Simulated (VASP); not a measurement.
## Zn: relaxation of cell and atoms with LDA

Zn:

```
CELL_PARAMETERS angstrom
0.00000 1.96478 1.96478
1.96478 0.00000 1.96478
1.96478 1.96478 0.00000
ATOMIC_POSITIONS crystal
Zn 0.00000 0.00000 0.00000
```

* Program: VASP 6.6.1
* Task: relaxation of cell and atoms
* Functional: LDA
* Potentials or basis: VASP PAW LDA potentials, release 64 (Zn)
* Cutoff: 600 eV
* k mesh: 12 × 12 × 12
* Occupations: fermi-dirac, width 0.05 eV
* Spin: no spin polarisation
* Dipole correction: no
* Further INCAR settings: ALGO = Normal; EDIFF = 1e-06; IBRION = 2; EDIFFG = -0.01; NSW = 60; ISIF = 3

```json
{
 "Relaxed volume": "13.55 Å³/atom",
 "Relaxed cell": "a = 2.676 Å, b = 2.676 Å, c = 2.676 Å, α = 60.00°, β = 60.00°, γ = 60.00°",
 "Space group after relaxing (to 0.05 Å)": "Fm-3m (No. 225)",
 "Energy gained by relaxing": "45.9 meV/atom",
 "Ionic steps": "2",
 "Pressure after relaxing": "-0.1 GPa",
 "Band gap on the k mesh": "zero (band 6 reaches 6.03 eV, above the bottom of band 7 at 2.48 eV)"
}
```

The path:
```
step  energy change (eV)  largest force (eV/Å)  pressure (GPa)  volume (Å³)
   1              0.0000                0.0000           -8.09        15.17
   2             -0.0459                0.0000           -0.10        13.55
```

Final structure:
```cif
data_structure
_symmetry_space_group_name_H-M 'P 1'
_symmetry_Int_Tables_number 1
_cell_length_a 2.6759
_cell_length_b 2.6759
_cell_length_c 2.6759
_cell_angle_alpha 60.000
_cell_angle_beta 60.000
_cell_angle_gamma 60.000
_cell_volume 13.55
loop_
_atom_site_label
_atom_site_type_symbol
_atom_site_fract_x
_atom_site_fract_y
_atom_site_fract_z
_atom_site_occupancy
Zn1 Zn 0.00000 0.00000 0.00000 1
```

Levels at points of the mesh, in eV from the Fermi level:
```
           k point  band 3  band 4  band 5  band 6  band 7  band 8  band 9  band 10
(0.00, 0.00, 0.00)   -7.98   -7.98   -7.51   -7.51   19.79   19.79   19.79    19.95
(0.50, 0.00, 0.00)   -7.98   -7.16   -7.16   -3.32   -1.18   16.51   16.51    18.41
(0.50, 0.50, 0.00)   -7.17   -7.07   -7.07   -1.25    2.18    8.99    8.99    13.00
```

Run time: 13 s on 1 thread of Intel(R) Xeon(R) Platinum 8259CL CPU @ 2.50GHz (Skylake/Cascade Lake) (shared host), peak memory 0.14 GiB.
